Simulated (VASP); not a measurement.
Wanted: the native input for a VASP 6.6.1 run.

- Task: single point
- Functional: r2SCAN
- Potentials or basis: VASP PAW PBE potentials, release 64 (Si)
- Cutoff: 520 eV
- k mesh: 12 × 12 × 4
- Occupations: gaussian, width 0.05 eV
- Spin: no spin polarisation
- Dipole correction: no
- Further INCAR settings: ALGO = Normal; EDIFF = 1e-06; NBANDS = 16

The system is Si.

```
Si
1.0
     4.13846    0.00000    0.00000
    -2.06923    3.58401    0.00000
     0.00000    0.00000    6.08815
Si
4
Direct
  0.33333 0.66667 0.06309
  0.66667 0.33333 0.56309
  0.33333 0.66667 0.43691
  0.66667 0.33333 0.93691
```

This cell differs from its parent crystal: strain +0.080 along x and y, -0.040 along z.

The input as run:

POSCAR

```
Si
1.0
    4.1384610280      0.0000000000      0.0000000000
   -2.0692305140      3.5840123828      0.0000000000
    0.0000000000      0.0000000000      6.0881471282
Si
4
Direct
    0.3333333333      0.6666666667      0.0630908785
    0.6666666667      0.3333333333      0.5630908785
    0.3333333333      0.6666666667      0.4369091215
    0.6666666667      0.3333333333      0.9369091215
```

INCAR.step1

```
  PREC = Accurate
  ENCUT = 520
  ISMEAR = 0
  SIGMA = 0.05
  LREAL = F
  LASPH = T
  NELM = 60
  NBANDS = 16
  GGA = PE
  ALGO = Normal
  EDIFF = 1E-4
  LWAVE = T
  LCHARG = F
```

INCAR.step2

```
  PREC = Accurate
  ENCUT = 520
  EDIFF = 1E-6
  ISMEAR = 0
  SIGMA = 0.05
  LREAL = F
  LASPH = T
  NELM = 60
  ALGO = Normal
  ISIF = 2
  LWAVE = F
  LCHARG = T
  METAGGA = R2SCAN
  LMIXTAU = T
  LELF = T
  LVHAR = T
  NBANDS = 16
  ISTART = 1
```

KPOINTS

```
regular mesh
0
Gamma
  12 12 4
```

Potentials or basis: VASP PAW PBE potentials, release 64 (Si).

Launch:

```sh
$ cat potpaw_PBE.64/Si/POTCAR > POTCAR
$ cp INCAR.step1 INCAR
$ mpirun -np 1 vasp_std > vasp.out
$ cp INCAR.step2 INCAR
$ mpirun -np 1 vasp_std > vasp.out
```

Results of the run:

* Pressure: -7.0 GPa
* Largest force: 1.142 eV/Å
* Band gap on the k mesh: zero (filled and empty bands touch)

Caveat: the cell differs from its parent crystal (strain +0.080 along x and y, -0.040 along z); the stress differs along the axes, from -15 to 9 GPa; semilocal functionals underestimate gaps, and a narrow one can read as zero; the PAW data sets were made with another functional, which shifts forces and pressure a little.

Wall time 100 s on 1 thread of Intel(R) Xeon(R) 6975P-C (Granite Rapids), with other jobs on the host, peak memory 0.24 GiB.
